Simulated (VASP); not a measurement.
A run of VASP 6.6.1 is set up as follows.

The input INCAR:

```
PREC = Accurate
ENCUT = 520
EDIFF = 1E-6
ISMEAR = -1
SIGMA = 0.05
LREAL = False
LASPH = True
NELM = 80
ALGO = Normal
ISIF = 2
LWAVE = False
LCHARG = False
NBANDS = 17
```

File KPOINTS:

```
Automatic mesh
0
Gamma
  12 12 6
```

Contents of POSCAR:

```
Ca
1.0
    3.4631138672      0.0000000000      0.0000000000
   -1.7315569336      2.9991445852      0.0000000000
    0.0000000000      0.0000000000      5.7464457788
Ca
2
Direct
    0.3333333333      0.6666666667      0.2500000000
    0.6666666667      0.3333333333      0.7500000000
```

Potentials or basis: VASP PAW LDA potentials, release 64 (Ca_sv).

Command:

```sh
$ cat potpaw_LDA.64/Ca_sv/POTCAR > POTCAR
$ mpirun -np 1 vasp_std > vasp.out
```

Task: Predict the pressure.

Result: 6.9 GPa.

Task: What does it give for the band gap on the k mesh?

Result: Zero (bands 10 and 11 overlap by 0.33 eV).

Caveat: the cell stands under pressure.
